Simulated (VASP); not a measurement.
# CuO (Cccm) in VASP: settings compared

The runs below take CuO through single point, elastic constants, with revPBE, BLYP, PBE.

Everything below comes from runs of VASP 6.6.1. Logs are shortened: lines on timing, memory, paths and dates and some standing lists are left out, and cuts for length are marked.

## Step 1: The cell of the first run

The structure is orthorhombic, space group Cccm (No. 66). The conventional cell has a = 3.982 Å, b = 4.307 Å, c = 5.156 Å, α = 90.00°, β = 90.00°, γ = 90.00°. Within 2.6 Å of Cu (site symmetry 2/m) lie 4 O at 1.95 Å. Within 2.6 Å of O (site symmetry 222) lie 4 Cu at 1.95 Å and 2 O at 2.58 Å.

## Step 2: Single point, revPBE

Contents of POSCAR:

```
CuO
1.0
    1.9909680000     -2.1535500000      0.0000000000
    1.9909680000      2.1535500000      0.0000000000
    0.0000000000      0.0000000000      5.1559280000
Cu O
2 2
Direct
    0.5000000000      0.0000000000      0.0000000000
    0.0000000000      0.5000000000      0.5000000000
    0.5000000000      0.5000000000      0.2500000000
    0.5000000000      0.5000000000      0.7500000000
```

Contents of INCAR.step1:

```
SYSTEM = CuO
  ALGO = Normal
  EDIFF = 1E-6
  ENCUT = 610
  GGA = RE
  GGA_COMPAT = .FALSE.
  ISIF = 2
  ISMEAR = -1
  LASPH = .TRUE.
  LCHARG = .TRUE.
  LMAXMIX = 4
  LORBIT = 11
  LREAL = .FALSE.
  LWAVE = .FALSE.
  NBANDS = 33
  NEDOS = 2001
  NELM = 120
  PREC = Accurate
  SIGMA = 0.05
```

Contents of KPOINTS.step1:

```
k-points
0
G
  5 5 3
  0 0 0
```

Contents of INCAR.step2:

```
SYSTEM = CuO
  ALGO = Normal
  EDIFF = 1E-6
  ENCUT = 610
  GGA = RE
  GGA_COMPAT = .FALSE.
  ICHARG = 11
  ISIF = 2
  ISMEAR = -5
  LASPH = .TRUE.
  LCHARG = .FALSE.
  LMAXMIX = 4
  LORBIT = 11
  LREAL = .FALSE.
  LWAVE = .FALSE.
  NBANDS = 33
  NEDOS = 2001
  NELM = 120
  PREC = Accurate
  SIGMA = 0.05
```

Contents of KPOINTS.step2:

```
k-points
0
G
  8 8 5
  0 0 0
```

Potentials or basis: VASP PAW PBE potentials, release 64 (Cu_sv_GW, O).

The run is started by

```sh
> cat potpaw_PBE.64/Cu_sv_GW/POTCAR potpaw_PBE.64/O/POTCAR > POTCAR
> cp INCAR.step1 INCAR
> cp KPOINTS.step1 KPOINTS
> mpirun -np 1 vasp_std > vasp.out
> cp INCAR.step2 INCAR
> cp KPOINTS.step2 KPOINTS
> mpirun -np 1 vasp_std > vasp.out
```

OUTCAR:

```text
SYSTEM = CuO
   EDIFF = 1E-6
   ENCUT = 610
   GGA = RE
   ICHARG = 11
   ISIF = 2
   ISMEAR = -5
   LASPH = .TRUE.
   LORBIT = 11
   LREAL = .FALSE.
   NELM = 120
   PREC = Accurate

 ion  position               nearest neighbor table
   1  0.500  0.000  0.000-   3 1.95   4 1.95   3 1.95   4 1.95
   2  0.000  0.500  0.500-   3 1.95   4 1.95   3 1.95   4 1.95
   3  0.500  0.500  0.250-   1 1.95   2 1.95   1 1.95   2 1.95
   4  0.500  0.500  0.750-   1 1.95   2 1.95   1 1.95   2 1.95

  LATTYP: Found a base centered orthorhombic cell.
 ALAT       =     3.9819360000
 B/A-ratio  =     1.0816597755
 C/A-ratio  =     1.2948294498

  Lattice vectors:

 A1 = (   1.9909680000,  -2.1535500000,   0.0000000000)
 A2 = (   1.9909680000,   2.1535500000,   0.0000000000)
 A3 = (   0.0000000000,   0.0000000000,   5.1559280000)

Analysis of symmetry for initial positions (statically):
=====================================================================
 Subroutine PRICEL returns:
 Original cell was already a primitive cell.

 Routine SETGRP: Setting up the symmetry group for a
 base centered orthorhombic supercell.

 Subroutine GETGRP returns: Found  8 space group operations
 (whereof  4 operations were pure point group operations)
 out of a pool of  8 trial point group operations.

The static configuration has the point symmetry C_2h.
 The point group associated with its full space group is D_2h.

Analysis of symmetry for dynamics (positions and initial velocities):
=====================================================================
 Subroutine PRICEL returns:
 Original cell was already a primitive cell.

 Routine SETGRP: Setting up the symmetry group for a
 base centered orthorhombic supercell.

 Subroutine GETGRP returns: Found  8 space group operations
 (whereof  4 operations were pure point group operations)
 out of a pool of  8 trial point group operations.

The dynamic configuration has the point symmetry C_2h.
 The point group associated with its full space group is D_2h.

 Subroutine INISYM returns: Found  8 space group operations
 (whereof  4 operations are pure point group operations),
 and found     1 'primitive' translations

----------------------------------------------------------------------------------------

                                     Primitive cell

  volume of cell :      44.2136

  direct lattice vectors                    reciprocal lattice vectors
     1.990968000 -2.153550000  0.000000000     0.251134122 -0.232174781  0.000000000
[... 103 lines left out ...]
   NELECT =      50.0000    total number of electrons
   NUPDOWN=      -1.0000    fix difference up-down
   EMIN   =  10.00;   EMAX   =-10.00  energy-range for DOS
   EFERMI =   0.00;   METHOD = LEGACY
   ISMEAR =    -5;   SIGMA  =   0.05  broadening in eV -4-tet -1-fermi 0-gaus
   EFERMI_NEDOS =   21; number of points for ismear=-14 and -15
   IALGO  =     38    algorithm
   IMIX   =      4    mixing-type and parameters
     AMIX     =   0.40;   BMIX     =  1.00
     AMIX_MAG =   1.60;   BMIX_MAG =  1.00
  volume/ion in A,a.u.               =      11.05        74.59
  Fermi-wavevector in a.u.,A,eV,Ry     =   1.705609  3.223134 39.580735  2.909102
  Thomas-Fermi vector in A             =   2.784798
   LORBIT       =     11    0 simple, 1 ext, 2 COOP (PROOUT), +10 PAW based schemes
   GGA     = RE    functional components
   LHFCALC =     F    Hartree Fock is set to
   AEXX    =    0.0000 exact exchange contribution
   IVDW    =     0    specifies the selected vdW correction
   LEPSILON=     F    determine dielectric tensor
   LRPA    =     F    only Hartree local field effects (RPA)
 non-spin polarized calculation
 Fermi weights with tetrahedron method with Bloechl corrections
  energy-cutoff  :      610.00
  volume of cell :       44.21
 maximum number of plane-waves:      1534

 number of electron      49.9999997 magnetization

 Free energy of the ion-electron system (eV)
  ---------------------------------------------------
  ext. energy  EPLUGINS =         0.00000000
  ---------------------------------------------------
  free energy    TOTEN  =       -18.38992025 eV

  energy without entropy =      -18.38992025  energy(sigma->0) =      -18.38992025

 E-fermi :   5.0712     XC(G=0): -11.4907

 val. band max:        5.1220917547   @ k =   0.5000  -0.0000   0.2000
 cond. band min:       4.9964312438   @ k =   0.1250   0.1250   0.4000
 fundamental gap:     -0.1256605109
 Fermi energy:         5.0712314407

 k-point     1 :       0.0000    0.0000    0.0000
  band No.  band energies     occupation
      1    -107.7394      2.00000
      2    -107.7390      2.00000
      3     -65.2050      2.00000
      4     -65.2048      2.00000
      5     -65.1657      2.00000
      6     -65.1600      2.00000
[... 853 lines left out ...]
     32      19.5937      0.00000
     33      20.9366      0.00000

 [... further k-points ...]

------------------------ aborting loop because EDIFF is reached ----------------------------------------

  FORCE on cell =-STRESS in cart. coord.  units (eV):
  Direction    XX          YY          ZZ          XY          YZ          ZX
  --------------------------------------------------------------------------------------
  -------------------------------------------------------------------------------------
  Total        1.5229805      1.1800535      1.2326960     -0.0000000      0.0000000      0.0000000
  in kB       55.1885329     42.7618221     44.6694394     -0.0000000      0.0000000      0.0000000
  external PRESSURE =      47.5399315 kB  Pullay stress =       0.0000000 kB

 VOLUME and BASIS-vectors are now :
 -----------------------------------------------------------------------------
  energy-cutoff  :      610.00
  volume of cell :       44.21
      direct lattice vectors                 reciprocal lattice vectors
     1.990968000 -2.153550000  0.000000000     0.251134122 -0.232174781  0.000000000
     1.990968000  2.153550000  0.000000000     0.251134122  0.232174781  0.000000000
     0.000000000  0.000000000  5.155928000     0.000000000  0.000000000  0.193951506

 POSITION                                       TOTAL-FORCE (eV/Angst)
 -----------------------------------------------------------------------------------
      0.99548     -1.07678      0.00000         0.000000      0.000000      0.000000
      0.99548      1.07678      2.57796         0.000000     -0.000000      0.000000
      1.99097      0.00000      1.28898         0.000000     -0.000000      0.000000
      1.99097      0.00000      3.86695         0.000000      0.000000     -0.000000
 -----------------------------------------------------------------------------------
    total drift:                                0.000000      0.000000     -0.000000

  FREE ENERGIE OF THE ION-ELECTRON SYSTEM (eV)
  ---------------------------------------------------
  free  energy   TOTEN  =       -18.3899202536 eV

  energy  without entropy=      -18.3899202536  energy(sigma->0) =      -18.38992025

 total charge

# of ion       s       p       d       f       tot
--------------------------------------------------
    1        2.252   6.390   8.866   0.012  17.520
    2        2.252   6.390   8.866   0.012  17.520
    3        1.577   3.391   0.000   0.000   4.968
    4        1.577   3.391   0.000   0.000   4.968
--------------------------------------------------
tot          7.657  19.561  17.733   0.024  44.975
```

OSZICAR.step1:

```text
N       E                     dE             d eps       ncg     rms          rms(c)
DAV:   1     0.954314207942E+03    0.95431E+03   -0.35795E+04  1914   0.451E+03
DAV:   2     0.705403117976E+02   -0.88377E+03   -0.85192E+03  1953   0.131E+03
DAV:   3    -0.191702195426E+02   -0.89711E+02   -0.87263E+02  2137   0.440E+02
DAV:   4    -0.242639581381E+02   -0.50937E+01   -0.50709E+01  1950   0.123E+02
DAV:   5    -0.245415913203E+02   -0.27763E+00   -0.27756E+00  2032   0.291E+01    0.176E+01
DAV:   6    -0.229598580173E+02    0.15817E+01   -0.46805E+01  2080   0.318E+02    0.166E+01
DAV:   7    -0.183428398234E+02    0.46170E+01   -0.16283E+01  1936   0.270E+02    0.373E+00
DAV:   8    -0.184190312847E+02   -0.76191E-01   -0.13718E+00  1928   0.128E+01    0.194E+00
DAV:   9    -0.184072649210E+02    0.11766E-01   -0.59977E-02  2240   0.110E+01    0.548E-01
DAV:  10    -0.184042345544E+02    0.30304E-02   -0.84802E-03  2136   0.495E+00    0.137E-01
DAV:  11    -0.184046845368E+02   -0.44998E-03   -0.15002E-03  1872   0.398E-01    0.821E-02
DAV:  12    -0.184046295451E+02    0.54992E-04   -0.34465E-04  2104   0.483E-01    0.159E-02
DAV:  13    -0.184046314825E+02   -0.19374E-05   -0.32240E-05  1984   0.184E-01    0.851E-03
DAV:  14    -0.184046338590E+02   -0.23765E-05   -0.36709E-06  1344   0.944E-02    0.198E-03
DAV:  15    -0.184046342617E+02   -0.40276E-06   -0.43288E-07   992   0.330E-02
   1 F= -.18404634E+02 E0= -.18395834E+02  d E =-.176008E-01
```

Wall time 2 min (1 thread of Intel Xeon Platinum 8488C (Sapphire Rapids), shared host); peak memory 0.24 GiB.

Results:

| Property | Result |
| --- | --- |
| Valence electrons inside the program's atomic spheres | Cu 17.52; O 4.97 |

Levels at points of the mesh, in eV from the Fermi level:
| k point | band 23 | band 24 | band 25 | band 26 | band 27 | band 28 |
| --- | --- | --- | --- | --- | --- | --- |
| (0.00, 0.00, 0.00) | -2.30 | -1.91 | 0.57 | 0.76 | 1.41 | 6.13 |
| (0.50, 0.00, 0.00) | -1.57 | -1.52 | 0.20 | 0.46 | 3.71 | 5.92 |
| (0.50, 0.50, 0.00) | -1.59 | -1.22 | -1.17 | 1.11 | 2.20 | 7.23 |

Caveat: the k points lie up to 0.43 Å⁻¹ apart; the PAW data sets were made with another functional, which shifts forces and pressure a little; semilocal functionals often make such compounds metallic where correlation or magnetic order opens a gap, which also shifts bond lengths.

[end of part 1 of 2]
